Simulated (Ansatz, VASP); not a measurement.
# Two plane-wave programs on BaTiO3

POSCAR

```
BaTiO3
1.0
    4.0204973007      0.0000000000      0.0000000000
    0.0000000000      4.0204973007      0.0000000000
    0.0000000000      0.0000000000      4.0204973007
Ba Ti O
1 1 3
Direct
    0.5000000000      0.5000000000      0.5000000000
    0.0000000000      0.0000000000      0.0000000000
    0.5000000000      0.0000000000      0.0000000000
    0.0000000000      0.5000000000      0.0000000000
    0.0000000000      0.0000000000      0.5000000000
```

File INCAR.step1:

```
PREC = Accurate
ENCUT = 520
ISMEAR = 0
SIGMA = 0.05
LREAL = F
LASPH = T
NELM = 80
NBANDS = 28
GGA = PE
ALGO = Normal
EDIFF = 1E-4
LWAVE = T
LCHARG = F
```

The input INCAR.step2:

```
PREC = Accurate
ENCUT = 520
EDIFF = 1E-7
ISMEAR = 0
SIGMA = 0.05
LREAL = F
LASPH = T
NELM = 80
ALGO = Normal
ISIF = 2
LWAVE = F
LCHARG = F
METAGGA = R2SCAN
LMIXTAU = T
NBANDS = 28
ISTART = 1
```

KPOINTS

```
regular mesh
0
Gamma
  6 6 6
```

Input for Ansatz:

```yaml
crystal:
  lattice:
    - [4.0204973007, 0.0, 0.0]
    - [0.0, 4.0204973007, 0.0]
    - [0.0, 0.0, 4.0204973007]
  atoms:
    - { symbol: Ba, position: [0.5, 0.5, 0.5] }
    - { symbol: Ti, position: [0.0, 0.0, 0.0] }
    - { symbol: O, position: [0.5, 0.0, 0.0] }
    - { symbol: O, position: [0.0, 0.5, 0.0] }
    - { symbol: O, position: [0.0, 0.0, 0.5] }
basis:
  ecutwfc: 500
  ecutrho_ratio: 4
kpoints:
  mp_grid: { grid: [6, 6, 6] }
hamiltonian:
  xc: r2scan
scf:
  occupations: { method: gaussian, width: 0.05 }
output:
  forces: true
  stress: true
  eigenvalues: true
```

Alike in both runs: task single point; functional r2SCAN; k mesh 6 × 6 × 6; occupations gaussian, width 0.05 eV; no spin polarisation.

```csv
,VASP,Ansatz
version,VASP 6.6.1,Ansatz 0.2.0
potentials or method,"VASP PAW PBE potentials, release 64 (Ba_sv, Ti_sv, O), cutoff 520 eV","scalar-relativistic, plane waves, PAW"
valence electrons in the cell,40,40
```

|  | VASP | Ansatz | Ansatz less VASP |
| --- | --- | --- | --- |
| gap on the k mesh at the Fermi level (eV) | 2.10 | 2.12 | +0.021 |
| least direct gap on the mesh (eV) | 2.27 | 2.25 | -0.020 |
| pressure (GPa) | -1.6 | -3.4 | -1.86 |

VASP's potentials were made for PBE, not for r2SCAN. The functional is the same, so the differences come from potentials, cutoffs and numerics.

Spin-orbit coupling is off throughout.
